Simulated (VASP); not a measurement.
A run of VASP 6.6.1 is set up as follows.

File INCAR:

```
PREC = Accurate
ENCUT = 520
EDIFF = 1E-7
ISMEAR = 0
SIGMA = 0.01
LREAL = F
LASPH = T
NELM = 60
ALGO = Fast
ISIF = 2
LWAVE = F
LCHARG = F
GGA = PS
NBANDS = 24
```

KPOINTS

```
Automatic mesh
0
Gamma
  14 14 14
```

File POSCAR:

```
AlNi3
1.0
    0.0000000000      2.8018887551      2.8018887551
    2.8018887551      0.0000000000      2.8018887551
    2.8018887551      2.8018887551      0.0000000000
Al Ni
1 3
Direct
    0.5000000000      0.5000000000      0.5000000000
    0.2500000000      0.2500000000      0.2500000000
    0.0000000000      0.0000000000      0.0000000000
    0.7500000000      0.7500000000      0.7500000000
```

Potentials or basis: VASP PAW PBE potentials, release 64 (Al, Ni).

Run with:

```bash
$ cat potpaw_PBE.64/Al/POTCAR potpaw_PBE.64/Ni/POTCAR > POTCAR
$ mpirun -np 1 vasp_std > vasp.out
```

Problem. Predict the pressure.

Solution. -0.7 GPa.

Problem. What does it give for the band gap on the k mesh?

Solution. Zero (an odd number of electrons rules out a gap without spin polarisation).

Caveat: the PAW data sets were made with another functional, which shifts forces and pressure a little. Spin polarisation is off, so any magnetic state and its effect on volume and gap are missing.
